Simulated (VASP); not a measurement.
Ru: single point with PBE

Crystal: Ru.

```xyz
1
Lattice="0.0000 1.9150 1.9150 1.9150 0.0000 1.9150 1.9150 1.9150 0.0000" Properties=species:S:1:pos:R:3 pbc="T T T"
Ru    0.0000    0.0000    0.0000
```

```json
{
 "Program": "VASP 6.6.1",
 "Task": "single point",
 "Functional": "PBE",
 "Potentials or basis": "VASP PAW PBE potentials, release 64 (Ru_pv)",
 "Cutoff": "520 eV",
 "k mesh": "18 × 18 × 18",
 "Occupations": "gaussian, width 0.1 eV",
 "Spin": "no spin polarisation"
}
```

```yaml
Pressure: -4.7 GPa
Band_gap_on_the_k_mesh: zero (band 7 reaches 14.29 eV, above the bottom of band 8 at 11.03 eV)
```

Levels at points of the mesh, in eV from the Fermi level:
```csv
k point,band 4,band 5,band 6,band 7,band 8,band 9,band 10,band 11
"(0.00, 0.00, 0.00)",-7.67,-2.41,-2.41,-2.41,-0.09,-0.09,10.62,15.11
"(0.50, 0.00, 0.00)",-5.78,-2.53,-2.53,1.04,1.68,1.68,9.71,10.62
"(0.50, 0.50, 0.00)",-6.05,-5.59,1.64,2.17,2.17,3.60,10.62,13.28
```

Run time: 15 s on 1 thread of Intel(R) Xeon(R) Platinum 8488C (Sapphire Rapids) (shared host), peak memory 0.15 GiB.
